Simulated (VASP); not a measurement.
Here is a VASP 6.6.1 calculation.

The input INCAR:

```
ALGO     = Normal         # electronic algorithm
EDIFF    = 1E-6           # SCF threshold, eV
ENCUT    = 600            # plane-wave cutoff, eV
GGA      = PE             # functional
GGA_COMPAT= F            
ISIF     = 2              # what is computed and relaxed
ISMEAR   = -1             # smearing method
LASPH    = T              # aspherical terms in the spheres
LCHARG   = T              # write CHGCAR
LELF     = T              # ELF
LREAL    = F              # projectors in reciprocal space
LVHAR    = T            
LWAVE    = F              # write WAVECAR
NBANDS   = 16             # bands
NELM     = 120            # most SCF steps
PREC     = Accurate       # precision mode
SIGMA    = 0.02           # smearing width, eV
```

File KPOINTS:

```
k-points
0
Gamma
  12 12 4
```

Contents of POSCAR:

```
C
1.0
    2.4553979485      0.0000000000      0.0000000000
   -1.2276989742      2.1264369998      0.0000000000
    0.0000000000      0.0000000000      6.6643944312
C
4
Direct
    0.0000000000      0.0000000000      0.2500000000
    0.0000000000      0.0000000000      0.7500000000
    0.3333333333      0.6666666667      0.2500000000
    0.6666666667      0.3333333333      0.7500000000
```

Potentials or basis: VASP PAW PBE potentials, release 64 (C).

Run with:

```bash
$ cat potpaw_PBE.64/C/POTCAR > POTCAR
$ mpirun -np 1 vasp_std > vasp.out
```

Question: What does it give for the band gap on the k mesh?

Answer: Zero (bands 8 and 9 overlap by 0.02 eV).

Question: Predict the pressure.

Answer: 4.9 GPa.

Stress tensor (GPa, compression positive):
```
5.57 0.00 0.00
0.00 5.57 0.00
0.00 0.00 3.43
```

Caveat: the cell stands under pressure; this functional lacks dispersion, which binds layers or chains, so the pressure and a relaxed spacing across them are unreliable.
